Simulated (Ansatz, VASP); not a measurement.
Two plane-wave programs on Y3LuO2

File INCAR:

```
SYSTEM = Y3LuO2
PREC = Accurate
ENCUT = 600
EDIFF = 1E-6
ISMEAR = 0
SIGMA = 0.1
LREAL = .FALSE.
LASPH = .TRUE.
NELM = 60
ALGO = Normal
ISIF = 3
LWAVE = .FALSE.
LCHARG = .FALSE.
GGA = PE
IBRION = 2
NSW = 100
EDIFFG = -0.01
```

File KPOINTS:

```
regular mesh
0
G
  6 6 8
  0 0 0
```

The input POSCAR:

```
Y3LuO2
1.0
    6.9125087951      0.0000000000      0.0000000000
   -3.4562543976      5.9864082205      0.0000000000
    0.0000000000      0.0000000000      5.3340423936
Y Lu O
3 1 2
Direct
    0.5000000000      0.0000000000      0.5000000000
    0.0000000000      0.5000000000      0.5000000000
    0.5000000000      0.5000000000      0.5000000000
    0.0000000000      0.0000000000      0.5000000000
    0.0000000000      0.0000000000      0.1260837227
    0.0000000000      0.0000000000      0.8739162773
```

Input for Ansatz:

```yaml
crystal:
  lattice:
    - [6.9125087951, 0.0, 0.0]
    - [-3.4562543976, 5.9864082205, 0.0]
    - [0.0, 0.0, 5.3340423936]
  atoms:
    - { symbol: "Y", position: [0.5, 0.0, 0.5] }
    - { symbol: "Y", position: [0.0, 0.5, 0.5] }
    - { symbol: "Y", position: [0.5, 0.5, 0.5] }
    - { symbol: Lu, position: [0.0, 0.0, 0.5] }
    - { symbol: O, position: [0.0, 0.0, 0.1260837227] }
    - { symbol: O, position: [0.0, 0.0, 0.8739162773] }
basis:
  ecutwfc: 420
kpoints:
  mp_grid: { grid: [6, 6, 8] }
hamiltonian:
  xc: pbe
scf:
  occupations: { method: gaussian, width: 0.1 }
output:
  forces: true
  stress: true
  eigenvalues: true
relax:
  adjacent_minimum: "off"
  f_tol: 0.01
  max_steps: 80
  cell: { stress_tol: 0.05 }
```

Alike in both runs: task relaxation of cell and atoms; functional PBE; k mesh 6 × 6 × 8; occupations gaussian, width 0.1 eV; no spin polarisation.

```csv
,VASP,Ansatz
version,VASP 6.6.1,Ansatz 0.2.0
potentials or method,"VASP PAW PBE potentials, release 64 (Y_sv, Lu, O), cutoff 600 eV","scalar-relativistic, plane waves, PAW"
valence electrons in the cell,70,70
```

```tsv
	VASP	Ansatz	Ansatz less VASP
gap on the k mesh at the Fermi level, each at its own relaxed structure (eV)	none	none	-
relaxed volume (Å³/atom)	37.00	36.96	-0.044
relaxed length of the cell vector where the two differ most in proportion (Å)	5.359	5.339	-0.0205
```

A gap of «none» marks a metal or a gap that the smearing closes.

Spin-orbit coupling is off throughout.
